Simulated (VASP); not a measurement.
Mo10C: single point with PBE+D3(BJ)

System: Mo10C, a slab with vacuum.

```
Mo C
1.0
     4.42677    0.00000    0.00000
     0.00000    4.42677    0.00000
     0.00000    0.00000   25.26040
Mo C
10 1
Direct
  0.00000 0.50000 0.33650
  0.50000 0.00000 0.33650
  0.00000 0.00000 0.39845
  0.50000 0.50000 0.39845
  0.00000 0.50000 0.46023
  0.50000 0.00000 0.46050
  0.00000 0.00000 0.52207
  0.50000 0.50000 0.52207
  0.00000 0.50000 0.58061
  0.50000 0.00000 0.58872
  0.50000 0.00000 0.65781
```

```json
{
 "Program": "VASP 6.6.1",
 "Task": "single point",
 "Functional": "PBE",
 "Dispersion": "D3(BJ)",
 "Potentials or basis": "VASP PAW PBE potentials, release 64 (Mo_sv, C)",
 "Cutoff": "520 eV",
 "k mesh": "7 × 7 × 1",
 "Occupations": "gaussian, width 0.1 eV",
 "Spin": "no spin polarisation",
 "Dipole correction": "yes",
 "Further INCAR settings": "ALGO = Normal; EDIFF = 1e-06; NBANDS = 83; NELMDL = -8"
}
```

```json
{"Largest force": "1.423 eV/Å", "Band gap on the k mesh": "zero (bands 72 and 73 overlap by 0.28 eV)", "Dispersion energy per atom": "-0.481 eV"}
```

Forces on the atoms (eV/Å):
```
Mo   0.000  0.000  1.040
Mo   0.000  0.000  1.423
Mo   0.000  0.000 -1.281
Mo   0.000  0.000 -1.281
Mo   0.000  0.000 -0.017
Mo   0.000  0.000  0.006
Mo   0.000  0.000  0.025
Mo   0.000  0.000  0.025
Mo   0.000  0.000  0.048
Mo   0.000  0.000 -0.072
C    0.000  0.000  0.086
```

Levels at points of the mesh, in eV from the Fermi level:
| k point | band 70 | band 71 | band 72 | band 73 | band 74 | band 75 |
| --- | --- | --- | --- | --- | --- | --- |
| (0.00, 0.00, 0.00) | -0.19 | -0.19 | -0.06 | 0.13 | 0.83 | 0.83 |

Run time: 36 min on 1 thread of Oxide Virtual Turin-like Processor, with other jobs on the host, peak memory 0.65 GiB.
